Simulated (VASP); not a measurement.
Runs of VASP 6.6.1 on Al. The structure is that of space group Im-3m (No. 229), or close to it. The cells are those of the table. 

```csv
cell,gap on the mesh (eV),pressure (GPa)
"a = 2.788 Å, angles 109.0, 109.0, 110.4°, 1 atom",none,-0.4
"a = 2.729 Å, angles 109.9, 109.9, 108.7°, 1 atom",none,(c)
"a = 2.719 Å, angles 110.0, 110.0, 108.4°, 1 atom",none,5.9
"a = 2.774 Å, angles 109.2, 109.2, 110.0°, 1 atom",none,0.7
"a = 2.793 Å, angles 108.9, 108.9, 110.5°, 1 atom",none,-0.8
"a = 2.747 Å, angles 109.6, 109.6, 109.2°, 1 atom",none,3.1
"a = 2.784 Å, angles 109.1, 109.1, 110.3°, 1 atom",none,(b)
"a = 2.765 Å, angles 109.3, 109.3, 109.7°, 1 atom",none,(a)
```

Alike in all rows: task single point; level PBEsol; potentials or basis VASP PAW PBE potentials, release 64 (Al); no spin polarisation; k mesh 20 × 20 × 20; cutoff (eV) 520; smearing gaussian 0.15 eV.

Task: Fill in the values left out.

Result: (a) 1.5; (b) -0.1; (c) 4.9.

Caveats: the PAW data sets were made with another functional, which shifts forces and pressure a little.

A gap of «none» marks levels without a gap at the run's occupations.
